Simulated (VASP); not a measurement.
The system is ZrZn4N.

```
CELL_PARAMETERS angstrom
3.60826 0.00000 0.00000
-1.80413 3.12484 0.00000
0.00000 0.00000 8.95849
ATOMIC_POSITIONS crystal
Zr 0.00000 0.00000 0.00000
Zn 0.00000 0.00000 0.71077
Zn 0.00000 0.00000 0.28923
Zn 0.33333 0.66667 0.00000
Zn 0.66667 0.33333 0.00000
N 0.00000 0.00000 0.50000
```

The cell was generated, and may not be a known phase.

- Program: VASP 6.6.1
- Task: relaxation of cell and atoms
- Functional: PBE
- Potentials or basis: VASP PAW PBE potentials, release 64 (Zr_sv, Zn, N)
- Cutoff: 600 eV
- k mesh: 6 × 6 × 2
- Occupations: gaussian, width 0.1 eV
- Spin: no spin polarisation

At the start: pressure 73.8 GPa; volume 16.83 Å³/atom.

**Question.** How do energy, volume and symmetry change on relaxing?

**Answer.** Over 9 steps the energy falls by 2391.3 meV/atom and the volume is 28.83 Å³/atom (+71.2 %); space group P6/mmm (No. 191, to 0.1 Å) before and after.

Step by step:
| step | energy change (eV) | largest force (eV/Å) | pressure (GPa) | volume (Å³) |
| --- | --- | --- | --- | --- |
| 1 | 0.0000 | 1.8008 | 73.84 | 101.01 |
| 2 | -11.7197 | 0.3989 | -6.34 | 246.97 |
| 3 | -14.2871 | 0.9650 | 0.58 | 169.02 |
| 4 | -14.2982 | 0.9036 | -0.78 | 175.54 |
| 5 | -14.3037 | 0.9288 | -0.32 | 173.09 |
| 6 | -14.3011 | 0.9436 | 0.04 | 171.45 |
| 7 | -14.3407 | 0.0361 | 0.67 | 170.51 |
| 8 | -14.3407 | 0.0714 | 0.64 | 170.55 |
| 9 | -14.3477 | 0.0190 | 0.02 | 172.98 |

Final structure:
```
Zr Zn N
1.0
     4.70377    0.00000    0.00000
    -2.35188    4.07358    0.00000
     0.00000    0.00000    9.02752
Zr Zn N
1 4 1
Direct
  0.00000 0.00000 0.00000
  0.00000 0.00000 0.70023
  0.00000 0.00000 0.29977
  0.33333 0.66667 0.00000
  0.66667 0.33333 0.00000
  0.00000 0.00000 0.50000
```

Caveat: the volume moved by over 15 % at a fixed basis, so the end points are rough.
